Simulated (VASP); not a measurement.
# PbSe (Fm-3m) in VASP: a series of runs, part 2 of 2

VASP 6.6.1. Earlier steps stand in the parts before.

## (3) Electric field gradients, PBEsol (volume scaled by 1.02)

The input, INCAR:

```
PREC = Accurate ; ENCUT = 520
EDIFF = 1E-8 ; ISMEAR = -1
SIGMA = 0.02 ; LREAL = False
LASPH = True ; NELM = 60
ALGO = Normal ; ISIF = 2
LWAVE = False ; LCHARG = False
GGA = PS ; LEFG = True
NBANDS = 17
```

The input, KPOINTS:

```
Automatic mesh
0
Gamma
  7 7 7
```

The input, POSCAR:

```
PbSe
1.0
    0.0000000000      3.0824297301      3.0824297301
    3.0824297301      0.0000000000      3.0824297301
    3.0824297301      3.0824297301      0.0000000000
Pb Se
1 1
Direct
    0.0000000000      0.0000000000      0.0000000000
    0.5000000000      0.5000000000      0.5000000000
```

Potentials or basis: VASP PAW PBE potentials, release 64 (Pb_d, Se).

Command:

```console
$ cat potpaw_PBE.64/Pb_d/POTCAR potpaw_PBE.64/Se/POTCAR > POTCAR
$ mpirun -np 1 vasp_std > vasp.out
```

OUTCAR:

```text
PREC = Accurate
   ENCUT = 520
   EDIFF = 1E-8
   ISMEAR = -1
   LREAL = False
   LASPH = True
   NELM = 60
   ISIF = 2
   GGA = PS

 ion  position               nearest neighbor table
   1  0.000  0.000  0.000-   2 3.08   2 3.08   2 3.08   2 3.08   2 3.08   2 3.08
   2  0.500  0.500  0.500-   1 3.08   1 3.08   1 3.08   1 3.08   1 3.08   1 3.08

  LATTYP: Found a face centered cubic cell.
 ALAT       =     6.1648594602

  Lattice vectors:

 A1 = (   0.0000000000,   3.0824297301,   3.0824297301)
 A2 = (   3.0824297301,   0.0000000000,   3.0824297301)
 A3 = (   3.0824297301,   3.0824297301,   0.0000000000)

Analysis of symmetry for initial positions (statically):
[... 602 lines left out ...]
  free  energy   TOTEN  =        -8.9112597036 eV

  energy  without entropy=       -8.9112597035  energy(sigma->0) =       -8.91125970

 Electric field gradients (V/A^2)
---------------------------------------------------------------------
 ion       V_xx      V_yy      V_zz      V_xy      V_xz      V_yz
---------------------------------------------------------------------
   1      -0.000    -0.000    -0.000     0.001     0.001     0.001
   2      -0.000    -0.000    -0.000     0.000     0.000     0.000
---------------------------------------------------------------------

 Electric field gradients after diagonalization (V/A^2)
 (convention: |V_zz| > |V_xx| > |V_yy|)
----------------------------------------------------------------------
 ion       V_xx      V_yy      V_zz     asymmetry (V_yy - V_xx)/ V_zz
----------------------------------------------------------------------
   1      -0.001    -0.001     0.002       0.000
   2      -0.000    -0.000     0.001       0.000
----------------------------------------------------------------------

           NMR quadrupolar parameters

 Cq : quadrupolar parameter    Cq=e*Q*V_zz/h
 eta: asymmetry parameters     (V_yy - V_xx)/ V_zz
 Q  : nuclear electric quadrupole moment in mb (millibarn)
----------------------------------------------------------------------
 ion       Cq(MHz)       eta       Q (mb)
----------------------------------------------------------------------
   1       0.000       0.000       1.000
   2       0.000       0.000       1.000
----------------------------------------------------------------------
```

OSZICAR:

```text
N       E                     dE             d eps       ncg     rms          rms(c)
DAV:   1     0.153656145781E+03    0.15366E+03   -0.95901E+03   680   0.120E+03
DAV:   2     0.158803296389E+01   -0.15207E+03   -0.14730E+03   732   0.301E+02
DAV:   3    -0.893215590800E+01   -0.10520E+02   -0.10460E+02   850   0.855E+01
DAV:   4    -0.918118962386E+01   -0.24903E+00   -0.24892E+00   855   0.150E+01
DAV:   5    -0.918938145534E+01   -0.81918E-02   -0.81909E-02   930   0.261E+00    0.262E+00
DAV:   6    -0.891767818081E+01    0.27170E+00   -0.67764E-01  1048   0.580E+00    0.145E+00
DAV:   7    -0.891094147035E+01    0.67367E-02   -0.10404E-01   817   0.160E+00    0.792E-01
DAV:   8    -0.891168760970E+01   -0.74614E-03   -0.11451E-02   836   0.110E+00    0.155E-01
DAV:   9    -0.891122919603E+01    0.45841E-03   -0.27189E-03  1025   0.455E-01    0.485E-02
DAV:  10    -0.891125997341E+01   -0.30777E-04   -0.16983E-04   776   0.736E-02    0.174E-02
DAV:  11    -0.891125976783E+01    0.20558E-06   -0.23807E-05   925   0.466E-02    0.408E-03
DAV:  12    -0.891125970879E+01    0.59040E-07   -0.15656E-06   949   0.140E-02    0.785E-04
DAV:  13    -0.891125970358E+01    0.52091E-08   -0.62624E-08   898   0.291E-03
   1 F= -.89112597E+01 E0= -.89112597E+01  d E =-.519210E-10
```

stdout:

```text
POSCAR found type information on POSCAR PbSe
 POSCAR found :  2 types and       2 ions
 scaLAPACK will be used
 -----------------------------------------------------------------------------
|                                                                             |
|                                                                             |
|     You enforced a specific xc type in the INCAR file but a different       |
|     I HOPE YOU KNOW WHAT YOU ARE DOING!                                     |
|                                                                             |
 -----------------------------------------------------------------------------

 LDA part: xc-table for (Slater+PW92), standard interpolation
 POSCAR, INCAR and KPOINTS ok, starting setup
 FFT: planning ... GRIDC
 FFT: planning ... GRID_SOFT
 FFT: planning ... GRID
 WAVECAR not read
 entering main loop
ion   1

ion   2
```

Wall time 9.4 s (1 thread of Intel Xeon 6975P-C (Granite Rapids), shared host); peak memory 0.18 GiB.

What came out:

- Free energy: -8.9113 eV
- Pressure: -1.6 GPa

Caveat: without QUAD_EFG the Cq values of the log hold for a quadrupole moment of 1 mb, not for the nuclei; the PAW data sets were made with another functional, which shifts forces and pressure a little.
